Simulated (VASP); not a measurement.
# Ge (I4_1/amd) in VASP: a series of runs

Ge is run at these levels: PBEsol; tasks: single point, relaxation of cell and atoms.

Everything below comes from runs of VASP 6.6.1. Logs are shortened: lines on timing, memory, paths and dates and some standing lists are left out, and cuts for length are marked.

## 1. The cell of the first run

Symmetry: I4_1/amd, No. 141, tetragonal system. The conventional cell has a = 5.140 Å, b = 5.140 Å, c = 2.783 Å, α = 90.00°, β = 90.00°, γ = 90.00°. Ge (site symmetry -4m2) has 10 Ge at 2.66 to 3.31 Å within 3.5 Å.

## 2. Single point, PBEsol

INCAR reads:

```
  PREC = Accurate
  ENCUT = 520
  EDIFF = 1E-7
  ISMEAR = -1
  SIGMA = 0.05
  LREAL = False
  LASPH = True
  NELM = 80
  ALGO = Normal
  ISIF = 2
  LWAVE = False
  LCHARG = False
  GGA = PS
  NBANDS = 21
```

KPOINTS reads:

```
regular mesh
0
Gamma
  11 11 11
```

POSCAR reads:

```
Ge
1.0
   -2.5700140142      2.5700140142      1.3912957964
    2.5700140142     -2.5700140142      1.3912957964
    2.5700140142      2.5700140142     -1.3912957964
Ge
2
Direct
    0.5000000000      0.5000000000      0.0000000000
    0.2500000000      0.7500000000      0.5000000000
```

Potentials or basis: VASP PAW PBE potentials, release 64 (Ge_d).

Launch:

```sh
cat potpaw_PBE.64/Ge_d/POTCAR > POTCAR
mpirun -np 1 vasp_std > vasp.out
```

OUTCAR:

```text
PREC = Accurate
   ENCUT = 520
   EDIFF = 1E-7
   ISMEAR = -1
   LREAL = False
   LASPH = True
   NELM = 80
   ISIF = 2
   GGA = PS

 ion  position               nearest neighbor table
   1  0.500  0.500  0.000-   2 2.66   2 2.66   2 2.66   2 2.66
   2  0.250  0.750  0.500-   1 2.66   1 2.66   1 2.66   1 2.66

  LATTYP: Found a body centered tetragonal cell.
 ALAT       =     5.1400280284
 C/A-ratio  =     0.5413572800

  Lattice vectors:

 A1 = (  -2.5700140142,   2.5700140142,   1.3912957964)
 A2 = (   2.5700140142,  -2.5700140142,   1.3912957964)
 A3 = (   2.5700140142,   2.5700140142,  -1.3912957964)

Analysis of symmetry for initial positions (statically):
=====================================================================
 Subroutine PRICEL returns:
 Original cell was already a primitive cell.

 Routine SETGRP: Setting up the symmetry group for a
 body centered tetragonal supercell.

 Subroutine GETGRP returns: Found 16 space group operations
 (whereof  8 operations were pure point group operations)
 out of a pool of 16 trial point group operations.

The static configuration has the point symmetry D_2d.
 The point group associated with its full space group is D_4h.

Analysis of symmetry for dynamics (positions and initial velocities):
=====================================================================
 Subroutine PRICEL returns:
 Original cell was already a primitive cell.

 Routine SETGRP: Setting up the symmetry group for a
 body centered tetragonal supercell.

 Subroutine GETGRP returns: Found 16 space group operations
 (whereof  8 operations were pure point group operations)
 out of a pool of 16 trial point group operations.

The dynamic configuration has the point symmetry D_2d.
 The point group associated with its full space group is D_4h.

 Subroutine INISYM returns: Found 16 space group operations
 (whereof  8 operations are pure point group operations),
 and found     1 'primitive' translations

----------------------------------------------------------------------------------------

                                     Primitive cell

  volume of cell :      36.7579

  direct lattice vectors                    reciprocal lattice vectors
    -2.570014014  2.570014014  1.391295796     0.000000000  0.194551468  0.359377209
     2.570014014 -2.570014014  1.391295796     0.194551468  0.000000000  0.359377209
     2.570014014  2.570014014 -1.391295796     0.194551468  0.194551468  0.000000000

  length of vectors
     3.891741006  3.891741006  3.891741006     0.408659090  0.408659090  0.275137325

  position of ions in fractional coordinates (direct lattice)
     0.500000000  0.500000000  0.000000000
     0.250000000  0.750000000  0.500000000

  ion indices of the primitive-cell ions
   primitive index   ion index
                 1           1
                 2           2

----------------------------------------------------------------------------------------

 KPOINTS: regular mesh

Automatic generation of k-mesh.
 Grid dimensions read from file:
 generate k-points for:   11   11   11

 Generating k-lattice:

  Cartesian coordinates                     Fractional coordinates (reciprocal lattice)
     0.000000000  0.017686497  0.032670655     0.090909091  0.000000000 -0.000000000
     0.017686497  0.000000000  0.032670655     0.000000000  0.090909091 -0.000000000
     0.017686497  0.017686497  0.000000000     0.000000000  0.000000000  0.090909091

  Length of vectors
     0.037150826  0.037150826  0.025012484

  Shift w.r.t. Gamma in fractional coordinates (k-lattice)
     0.000000000  0.000000000  0.000000000

 Subroutine IBZKPT returns following result:
 ===========================================

 Found    126 irreducible k-points:

 Following reciprocal coordinates:
            Coordinates               Weight
  0.000000  0.000000  0.000000      1.000000
  0.090909  0.000000 -0.000000      8.000000
  0.181818 -0.000000  0.000000      8.000000
  0.272727  0.000000 -0.000000      8.000000
  0.363636  0.000000 -0.000000      8.000000
  0.454545 -0.000000  0.000000      8.000000
[... 16 lines left out ...]
 -0.272727  0.181818  0.000000     16.000000
 -0.181818  0.181818  0.000000      4.000000
 [... further k-points ...]
   k-points           NKPTS =    126   k-points in BZ     NKDIM =    126   number of bands    NBANDS=     21
   number of dos      NEDOS =    301   number of ions     NIONS =      2
   total plane-waves  NPLWV =  27000
   dimension x,y,z NGX =    30 NGY =   30 NGZ =   30
   dimension x,y,z NGXF=    60 NGYF=   60 NGZF=   60
   ions per type =               2
   NGX,Y,Z   is equivalent  to a cutoff of  12.82, 12.82, 12.82 a.u.
   NGXF,Y,Z  is equivalent  to a cutoff of  25.63, 25.63, 25.63 a.u.
 SYSTEM =  unknown system
   PREC   = accura    normal or accurate (medium, high low for compatibility)
   ISTART =      0    job   : 0-new  1-cont  2-samecut
   ICHARG =      2    charge: 1-file 2-atom 10-const
   ISPIN  =      1    spin polarized calculation?
   LNONCOLLINEAR =      F non collinear calculations
   LSORBIT =      F    spin-orbit coupling
   LASPH  =      T    aspherical Exc in radial PAW
   ENCUT  =  520.0 eV  38.22 Ry    6.18 a.u.   7.24  7.24  7.24*2*pi/ulx,y,z
   NELM   =     80;   NELMIN=  2; NELMDL= -5     # of ELM steps
   EDIFF  = 0.1E-06   stopping-criterion for ELM
   LREAL  =      F    real-space projection
   EDIFFG = 0.1E-05   stopping-criterion for IOM
   NSW    =      0    number of steps for IOM
   IBRION =     -1    ionic relax: 0-MD 1-quasi-New 2-CG
   NFREE  =      0    steps in history (QN), initial steepest desc. (CG)
   ISIF   =      2    stress and relaxation
   ISYM   =      2    0-nonsym 1-usesym 2-fastsym
   POTIM  = 0.5000    time-step for ionic-motion
   TEBEG  =    0.0;   TEEND  =   0.0 temperature during run
   PSTRESS=    0.0 pullay stress
   NELECT =      28.0000    total number of electrons
   NUPDOWN=      -1.0000    fix difference up-down
   EMIN   =  10.00;   EMAX   =-10.00  energy-range for DOS
   EFERMI =   0.00;   METHOD = LEGACY
   ISMEAR =    -1;   SIGMA  =   0.05  broadening in eV -4-tet -1-fermi 0-gaus
   EFERMI_NEDOS =   21; number of points for ismear=-14 and -15
   IALGO  =     38    algorithm
   IMIX   =      4    mixing-type and parameters
     AMIX     =   0.40;   BMIX     =  1.00
     AMIX_MAG =   1.60;   BMIX_MAG =  1.00
  volume/ion in A,a.u.               =      18.38       124.03
  Fermi-wavevector in a.u.,A,eV,Ry     =   1.495125  2.825376 30.414426  2.235397
  Thomas-Fermi vector in A             =   2.607309
   LORBIT       =      0    0 simple, 1 ext, 2 COOP (PROOUT), +10 PAW based schemes
   GGA     = PS    functional components
   LHFCALC =     F    Hartree Fock is set to
   AEXX    =    0.0000 exact exchange contribution
   IVDW    =     0    specifies the selected vdW correction
   LEPSILON=     F    determine dielectric tensor
   LRPA    =     F    only Hartree local field effects (RPA)
 non-spin polarized calculation
  energy-cutoff  :      520.00
  volume of cell :       36.76
 maximum number of plane-waves:      1008
 NGX is ok and might be reduce to    30
   NGX = 15   NGY = 15   NGZ = 15

 number of electron      28.0000024 magnetization

 Free energy of the ion-electron system (eV)
  ---------------------------------------------------
  ext. energy  EPLUGINS =         0.00000000
  ---------------------------------------------------
  free energy    TOTEN  =        -9.54174981 eV

  energy without entropy =       -9.53356810  energy(sigma->0) =       -9.53765896

 E-fermi :   6.7705     XC(G=0): -11.5093

 val. band max:        6.7315954368   @ k =  -0.1818  -0.1818   0.0909
 cond. band min:       6.7739790551   @ k =   0.4545   0.2727   0.0909
 fundamental gap:      0.0423836183
 Fermi energy:         6.7704654161

 k-point     1 :       0.0000    0.0000    0.0000
  band No.  band energies     occupation
      1     -17.9321      2.00000
      2     -17.8884      2.00000
      3     -17.8557      2.00000
      4     -17.8552      2.00000
      5     -17.7444      2.00000
      6     -17.7444      2.00000
[... 13 lines left out ...]
     20      18.3202      0.00000
     21      19.3108      0.00000

 k-point     2 :       0.0909    0.0000   -0.0000
  band No.  band energies     occupation
      1     -17.9289      2.00000
      2     -17.8769      2.00000
      3     -17.8508      2.00000
      4     -17.8417      2.00000
      5     -17.7535      2.00000
      6     -17.7520      2.00000
[... 13 lines left out ...]
     20      18.2398      0.00000
     21      18.8819      0.00000

 k-point     3 :       0.1818   -0.0000    0.0000
  band No.  band energies     occupation
      1     -17.9188      2.00000
      2     -17.8484      2.00000
      3     -17.8391      2.00000
      4     -17.8112      2.00000
      5     -17.7718      2.00000
      6     -17.7584      2.00000
[... 13 lines left out ...]
     20      16.6174      0.00000
     21      17.4335      0.00000

 k-point     4 :       0.2727    0.0000   -0.0000
  band No.  band energies     occupation
      1     -17.9052      2.00000
      2     -17.8259      2.00000
      3     -17.8240      2.00000
      4     -17.8004      2.00000
      5     -17.7898      2.00000
      6     -17.7589      2.00000
[... 13 lines left out ...]
     20      15.3294      0.00000
     21      17.6978      0.00000

 k-point     5 :       0.3636    0.0000   -0.0000
  band No.  band energies     occupation
      1     -17.8938      2.00000
      2     -17.8271      2.00000
      3     -17.8212      2.00000
      4     -17.8120      2.00000
      5     -17.7898      2.00000
      6     -17.7714      2.00000
[... 13 lines left out ...]
     20      15.5956      0.00000
     21      18.7786      0.00000
[... 382 lines left out ...]
     20      17.2284      0.00000
     21      17.8246      0.00000

 k-point    22 :      -0.3636    0.1818    0.0000
  band No.  band energies     occupation
      1     -17.8915      2.00000
      2     -17.8555      2.00000
      3     -17.8356      2.00000
      4     -17.8129      2.00000
      5     -17.7749      2.00000
      6     -17.7532      2.00000
[... 13 lines left out ...]
     20      17.4830      0.00000
     21      18.6941      0.00000

 k-point    23 :      -0.2727    0.1818    0.0000
  band No.  band energies     occupation
      1     -17.9040      2.00000
      2     -17.8810      2.00000
      3     -17.8568      2.00000
      4     -17.8282      2.00000
      5     -17.7611      2.00000
      6     -17.7404      2.00000
[... 13 lines left out ...]
     20      19.2045      0.00000
     21      19.8345      0.00000

 k-point    24 :      -0.1818    0.1818    0.0000
  band No.  band energies     occupation
      1     -17.9143      2.00000
      2     -17.8912      2.00000
      3     -17.8651      2.00000
      4     -17.8392      2.00000
      5     -17.7527      2.00000
      6     -17.7365      2.00000
[... 13 lines left out ...]
     20      19.0466      0.00000
     21      19.4738      0.00000

 [... further k-points ...]

------------------------ aborting loop because EDIFF is reached ----------------------------------------

  FORCE on cell =-STRESS in cart. coord.  units (eV):
  Direction    XX          YY          ZZ          XY          YZ          ZX
  --------------------------------------------------------------------------------------
  -------------------------------------------------------------------------------------
  Total        0.0074075      0.0074075      0.0030879      0.0000000      0.0000000      0.0000000
  in kB        0.3228734      0.3228734      0.1345942      0.0000000      0.0000000      0.0000000
  external PRESSURE =       0.2601137 kB  Pullay stress =       0.0000000 kB

 VOLUME and BASIS-vectors are now :
 -----------------------------------------------------------------------------
  energy-cutoff  :      520.00
  volume of cell :       36.76
      direct lattice vectors                 reciprocal lattice vectors
    -2.570014014  2.570014014  1.391295796     0.000000000  0.194551468  0.359377209
     2.570014014 -2.570014014  1.391295796     0.194551468  0.000000000  0.359377209
     2.570014014  2.570014014 -1.391295796     0.194551468  0.194551468  0.000000000

 POSITION                                       TOTAL-FORCE (eV/Angst)
 -----------------------------------------------------------------------------------
      0.00000      0.00000      1.39130         0.000000      0.000000      0.000000
      2.57001      0.00000      0.69565        -0.000000     -0.000000     -0.000000
 -----------------------------------------------------------------------------------
    total drift:                                0.000000     -0.000000      0.000000

  FREE ENERGIE OF THE ION-ELECTRON SYSTEM (eV)
  ---------------------------------------------------
  free  energy   TOTEN  =        -9.5417498135 eV

  energy  without entropy=       -9.5335681027  energy(sigma->0) =       -9.53765896
```

Run time: 48 s. Hardware: 1 thread of Intel Xeon 6975P-C (Granite Rapids), shared host; peak memory 0.21 GiB.

Results:

* Free energy: -9.5417 eV
* Pressure: 0.0 GPa
* Band gap on the k mesh: zero (bands 14 and 15 overlap by 4.74 eV)

Levels at points of the mesh, in eV from the Fermi level:
```csv
k point,band 11,band 12,band 13,band 14,band 15,band 16,band 17,band 18
"(0.00, 0.00, 0.00)",-13.41,-4.10,-2.40,-2.40,3.19,7.59,7.59,8.24
```

Caveat: the PAW data sets were made with another functional, which shifts forces and pressure a little.

## 3. Relaxation of cell and atoms, PBEsol

This run uses another cell than the first one, of 18.52 Å³/atom.

INCAR reads:

```
SYSTEM = Ge
PREC = Accurate
ENCUT = 600
EDIFF = 1E-6
ISMEAR = -1
SIGMA = 0.05
LREAL = .False.
LASPH = .True.
NELM = 60
ALGO = Normal
ISIF = 3
LWAVE = .False.
LCHARG = .False.
GGA = PS
IBRION = 2
NSW = 60
EDIFFG = -0.01
```

KPOINTS reads:

```
regular mesh
0
Gamma
  11 11 11
  0 0 0
```

POSCAR reads:

```
Ge
1.0
   -2.5744897190      2.5744897190      1.3974126432
    2.5744897190     -2.5744897190      1.3974126432
    2.5744897190      2.5744897190     -1.3974126432
Ge
2
Direct
    0.5000000000      0.5000000000      0.0000000000
    0.2500000000      0.7500000000      0.5000000000
```

Potentials or basis: VASP PAW PBE potentials, release 64 (Ge_d).

Launch:

```sh
cat potpaw_PBE.64/Ge_d/POTCAR > POTCAR
mpirun -np 1 vasp_std > vasp.out
```

It took 2.3 min on 1 thread of Intel Xeon 6975P-C (Granite Rapids), shared host; peak memory 0.23 GiB.

It converged, with:

- Free energy: -9.5419 eV
- Relaxed volume: 18.39 Å³/atom
- Relaxed cell: a = 3.893 Å, b = 3.893 Å, c = 3.893 Å, α = 97.33°, β = 97.33°, γ = 138.14°
- Space group after relaxing (to 0.1 Å): I4_1/amd (No. 141)
- Energy gained by relaxing: 0.3 meV/atom
- Ionic steps: 8
- Pressure after relaxing: -0.1 GPa
- Band gap on the k mesh: zero (bands 14 and 15 overlap by 4.73 eV)

Step by step:
```
step  energy change (eV)  largest force (eV/Å)  pressure (GPa)  volume (Å³)
   1              0.0000                0.0000           -0.64        37.05
   2             -0.0004                0.0000            0.25        36.65
   3             -0.0005                0.0000           -0.20        36.79
   4             -0.0005                0.0000            0.20        36.73
   5             -0.0005                0.0000            0.01        36.76
   6             -0.0005                0.0000            0.09        36.76
   7             -0.0005                0.0000            0.10        36.76
   8             -0.0005                0.0000           -0.06        36.78
```

Final structure:
```cif
data_structure
_symmetry_space_group_name_H-M 'P 1'
_symmetry_Int_Tables_number 1
_cell_length_a 3.8932
_cell_length_b 3.8932
_cell_length_c 3.8932
_cell_angle_alpha 97.333
_cell_angle_beta 97.333
_cell_angle_gamma 138.136
_cell_volume 36.78
loop_
_atom_site_label
_atom_site_type_symbol
_atom_site_fract_x
_atom_site_fract_y
_atom_site_fract_z
_atom_site_occupancy
Ge1 Ge 0.50000 0.50000 0.00000 1
Ge2 Ge 0.25000 0.75000 0.50000 1
```

Levels at points of the mesh, in eV from the Fermi level:
```csv
k point,band 10,band 11,band 12,band 13,band 14,band 15,band 16,band 17,band 18
"(0.00, 0.00, 0.00)",-24.38,-13.40,-4.11,-2.40,-2.40,3.19,7.58,7.58,8.25
```

Caveat: the PAW data sets were made with another functional, which shifts forces and pressure a little.

(Part 1 of 2 ends here.)
